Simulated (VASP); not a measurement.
The system is C.

```xyz
8
Lattice="3.7546 0.0000 0.0000 0.0000 3.7546 0.0000 0.0000 0.0000 3.7546" Properties=species:S:1:pos:R:3 pbc="T T T"
C     0.0000    0.0000    0.0000
C     1.8773    1.8773    1.8773
C     0.9387    0.0000    1.8773
C     2.8160    0.0000    1.8773
C     1.8773    0.9387    0.0000
C     1.8773    2.8160    0.0000
C     0.0000    1.8773    0.9387
C     0.0000    1.8773    2.8160
```

```yaml
Program: VASP 6.6.1
Task: relaxation of cell and atoms
Functional: r2SCAN
Potentials_or_basis: VASP PAW PBE potentials, release 64 (C)
Cutoff: 600 eV
k_mesh: 7 × 7 × 7
Occupations: fermi-dirac, width 0.1 eV
Spin: no spin polarisation
```

At the start: pressure 21.2 GPa; volume 6.62 Å³/atom.

Task: How do energy, volume and symmetry change on relaxing?

Result: Over 3 steps the energy falls by 47.2 meV/atom and the volume is 7.39 Å³/atom (+11.7 %); space group Pm-3n (No. 223, to 0.05 Å).

The path:
```tsv
step	energy change (eV)	largest force (eV/Å)	pressure (GPa)	volume (Å³)
1	0.0000	0.0000	21.20	52.93
2	-0.3731	0.0000	-1.95	59.92
3	-0.3778	0.0000	0.05	59.13
```

Final structure:
```
C
1.0
     3.89592    0.00000    0.00000
     0.00000    3.89592    0.00000
     0.00000    0.00000    3.89592
C
8
Direct
  0.00000 0.00000 0.00000
  0.50000 0.50000 0.50000
  0.25000 0.00000 0.50000
  0.75000 0.00000 0.50000
  0.50000 0.25000 0.00000
  0.50000 0.75000 0.00000
  0.00000 0.50000 0.25000
  0.00000 0.50000 0.75000
```

Caveat: the PAW data sets were made with another functional, which shifts forces and pressure a little.
